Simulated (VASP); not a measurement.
A run of VASP 6.6.1 is set up as follows.

The input INCAR:

```
  PREC = Accurate
  ENCUT = 600
  EDIFF = 1E-6
  ISMEAR = 0
  SIGMA = 0.1
  LREAL = F
  LASPH = T
  NELM = 60
  ALGO = Normal
  ISIF = 3
  LWAVE = F
  LCHARG = F
  GGA = PE
  IBRION = 2
  NSW = 90
  EDIFFG = -0.04
```

The input KPOINTS:

```
Automatic mesh
0
Gamma
  6 6 4
```

Contents of POSCAR:

```
MgSnO2
1.0
    3.3105516300      0.0000000000      0.0000000000
   -1.6552758200      2.8670218200      0.0000000000
    0.0000000000      0.0000000000      5.4533488900
Mg Sn O
1 1 2
Direct
    0.0000000000      0.0000000000      0.0000000000
    0.0000000000      0.0000000000      0.5000000000
    0.3333333300      0.6666666700      0.7412755700
    0.6666666700      0.3333333300      0.2587244300
```

Potentials or basis: VASP PAW PBE potentials, release 64 (Mg, Sn_d, O).

Command:

```console
$ cat potpaw_PBE.64/Mg/POTCAR potpaw_PBE.64/Sn_d/POTCAR potpaw_PBE.64/O/POTCAR > POTCAR
$ mpirun -np 1 vasp_std > vasp.out
```

Question: What does it give for the band gap on the k mesh?

Answer: 0.39 eV, indirect (least direct gap 0.97 eV).

Question: Predict the relaxed cell.

Answer: a = 3.179 Å, b = 3.179 Å, c = 5.931 Å, α = 90.00°, β = 90.00°, γ = 120.00°.

The path:
| step | energy change (eV) | largest force (eV/Å) | pressure (GPa) | volume (Å³) |
| --- | --- | --- | --- | --- |
| 1 | 0.0000 | 3.5853 | 16.33 | 51.76 |
| 2 | -0.9573 | 1.0922 | -10.32 | 62.25 |
| 3 | -0.9768 | 1.3563 | -8.13 | 60.77 |
| 4 | -1.4478 | 0.7117 | -6.78 | 57.20 |
| 5 | -1.6326 | 0.1138 | -4.27 | 54.17 |
| 6 | -1.6362 | 0.2754 | -3.66 | 53.67 |
| 7 | -1.6549 | 0.0021 | 2.30 | 51.04 |
| 8 | -1.6625 | 0.1060 | 0.07 | 51.93 |
| 9 | -1.6638 | 0.0341 | 0.07 | 51.90 |

Caveat: spin-orbit coupling is left out, which moves the levels of the heavy elements. A k mesh can miss the band edges.
